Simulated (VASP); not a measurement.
Set up this calculation in VASP 6.6.1, as the native input.

```
Task                   : single point
Functional             : LDA
Potentials or basis    : VASP PAW LDA potentials, release 64 (Al, Ga_d, N)
Cutoff                 : 520 eV
k mesh                 : 6 × 8 × 4
Occupations            : gaussian, width 0.02 eV
Spin                   : no spin polarisation
Dipole correction      : no
Further INCAR settings : ALGO = Normal; EDIFF = 1e-06; NBANDS = 31
```

The structure of Al3GaN4 lies in POSCAR:

```
Al3GaN4
1.0
    5.0018813620      0.0000000000      0.0000994853
    0.0000000000      3.1041516237      0.0000000000
   -0.0032252481      0.0000000000      5.3723544693
Al Ga N
3 1 4
Direct
    0.5003095420      0.5000000000      0.1673460892
    0.0008764991      0.5000000000      0.8347693182
    0.0010864915      0.0000000000      0.3317184175
    0.4993095458      0.0000000000      0.6662219583
    0.1115185392      0.0000000000      0.6663488871
    0.1224313889      0.5000000000      0.1671289816
    0.6249421241      0.5000000000      0.8398843099
    0.6231248693      0.0000000000      0.3265830383
```

These files were run (other wordings do the same):

INCAR

```
PREC = Accurate
ENCUT = 520
EDIFF = 1E-6
ISMEAR = 0
SIGMA = 0.02
LREAL = F
LASPH = T
NELM = 100
ALGO = Normal
ISIF = 2
LWAVE = F
LCHARG = F
GGA = CA
NBANDS = 31
```

KPOINTS

```
Automatic mesh
0
Gamma
  6 8 4
```

Potentials or basis: VASP PAW LDA potentials, release 64 (Al, Ga_d, N).

Launch:

```bash
$ cat potpaw_LDA.64/Al/POTCAR potpaw_LDA.64/Ga_d/POTCAR potpaw_LDA.64/N/POTCAR > POTCAR
$ mpirun -np 1 vasp_std > vasp.out
```

It gave:

```
Pressure               : 0.8 GPa
Largest force          : 0.031 eV/Å
Band gap on the k mesh : 3.78 eV
```

It took 65 s on 1 thread of AMD EPYC 9R45 96-Core Processor (Zen 5), on a shared host, peak memory 0.24 GiB.
